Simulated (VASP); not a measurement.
Set up this calculation in VASP 6.6.1, as the native input.

| Quantity | Value |
| --- | --- |
| Task | single point |
| Functional | PBE |
| Potentials or basis | VASP PAW PBE potentials, release 64 (Pd) |
| Cutoff | 520 eV |
| k mesh | 24 × 24 × 6 |
| Occupations | gaussian, width 0.15 eV |
| Spin | no spin polarisation |
| Dipole correction | no |
| Further INCAR settings | ALGO = Fast; EDIFF = 1e-06; NBANDS = 28 |

The structure of Pd lies in POSCAR:

```
Pd
1.0
    2.6158088170      0.0000000000      0.0000000000
   -1.3079044085      2.2653568869      0.0000000000
    0.0000000000      0.0000000000     10.3649789709
Pd
4
Direct
    0.0000000000      0.0000000000      0.0000000000
    0.3333333333      0.6666666667      0.2500000000
    0.0000000000      0.0000000000      0.5000000000
    0.6666666667      0.3333333333      0.7500000000
```

This isn't the form of Pd at room conditions, which is fcc.

This cell differs from its parent crystal: ratio of the length along z to the lengths across it x 1.2, volume and fractional coordinates fixed.

These files were run (other wordings do the same):

INCAR

```
SYSTEM = Pd
PREC = Accurate ; ENCUT = 520
EDIFF = 1E-6 ; ISMEAR = 0
SIGMA = 0.15 ; LREAL = .FALSE.
LASPH = .TRUE. ; NELM = 60
ALGO = Fast ; ISIF = 2
LWAVE = .FALSE. ; LCHARG = .TRUE.
GGA = PE ; LELF = .TRUE.
LVHAR = .TRUE. ; NBANDS = 28
```

KPOINTS

```
Automatic mesh
0
G
  24 24 6
  0 0 0
```

Potentials or basis: VASP PAW PBE potentials, release 64 (Pd).

Command:

```bash
$ cat potpaw_PBE.64/Pd/POTCAR > POTCAR
$ mpirun -np 1 vasp_std > vasp.out
```

Results of the run:

```
Pressure               : 7.3 GPa
Band gap on the k mesh : zero (bands 20 and 21 overlap by 1.17 eV)
```

Caveat: the cell stands under pressure.

It took 6.5 min on 1 thread of Intel(R) Xeon(R) Platinum 8375C CPU @ 2.90GHz (Ice Lake) (shared host), peak memory 0.41 GiB.
